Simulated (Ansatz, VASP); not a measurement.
Two plane-wave programs on Mo

```
Mo
1.0
     2.73094    0.00000    0.00000
    -1.36548    2.36507    0.00000
     0.00000    0.00000    2.55091
Mo
1
Direct
  0.00000 0.00000 0.50000
```

Alike in both runs: task single point; functional PBEsol; k mesh 8 × 8 × 8; occupations fermi-dirac, width 0.15 eV; no spin polarisation.

|  | VASP | Ansatz |
| --- | --- | --- |
| version | VASP 6.6.1 | Ansatz 0.2.0 |
| potentials or method | VASP PAW PBE potentials, release 64 (Mo_sv), cutoff 520 eV | plane waves, PAW |
| valence electrons in the cell | 14 | 14 |

|  | VASP | Ansatz | Ansatz less VASP |
| --- | --- | --- | --- |
| pressure (GPa) | -1.8 | -2.3 | -0.51 |
| traceless stress, the component that is largest in VASP (GPa) | -6.49 | -6.61 | -0.129 |

VASP's potentials were made for PBE, not for PBEsol. Ansatz's warnings: stress scf threshold loose, structure snapped to symmetry.
